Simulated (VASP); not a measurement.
Write the native input for VASP 6.6.1 that does the following.

```yaml
Task: single point
Functional: PBEsol
Potentials_or_basis: VASP PAW PBE potentials, release 64 (Cu, O)
Cutoff: 520 eV
k_mesh: 14 × 14 × 8
Occupations: fermi-dirac, width 0.05 eV
Spin: no spin polarisation
Dipole_correction: no
Further_INCAR_settings: ALGO = Fast; EDIFF = 1e-07; NBANDS = 25
```

The structure of CuO lies in POSCAR:

```
CuO
1.0
    2.8795009639      0.0000000000      0.0000000000
    0.0390727580      2.8792794796      0.0000000000
    0.0174953863      0.0172449008      5.1763391994
Cu O
2 2
Direct
    0.5000000000      0.0000000000      0.5000000000
    0.0000000000      0.5000000000      0.0000000000
    0.0015760300      0.9983282200      0.2501129000
    0.9984239700      0.0016717800      0.7498871000
```

The input as run:

INCAR

```
SYSTEM = CuO
PREC = Accurate ; ENCUT = 520
EDIFF = 1E-7 ; ISMEAR = -1
SIGMA = 0.05 ; LREAL = .FALSE.
LASPH = .TRUE. ; NELM = 100
ALGO = Fast ; ISIF = 2
LWAVE = .FALSE. ; LCHARG = .FALSE.
GGA = PS ; NBANDS = 25
```

KPOINTS

```
Automatic mesh
0
G
  14 14 8
  0 0 0
```

Potentials or basis: VASP PAW PBE potentials, release 64 (Cu, O).

Launch:

```sh
$ cat potpaw_PBE.64/Cu/POTCAR potpaw_PBE.64/O/POTCAR > POTCAR
$ mpirun -np 1 vasp_std > vasp.out
```

It gave:

```json
{
  "Pressure": "-1.3 GPa",
  "Largest force": "0.012 eV/Å",
  "Band gap on the k mesh": "zero (bands 17 and 18 overlap by 1.14 eV)"
}
```

Caveat: the PAW data sets were made with another functional, which shifts forces and pressure a little; semilocal functionals often make such compounds metallic where correlation or magnetic order opens a gap, which also shifts bond lengths.

Run time: 32 min on 1 thread of Oxide Virtual Turin-like Processor, with other jobs on the host, peak memory 0.69 GiB.
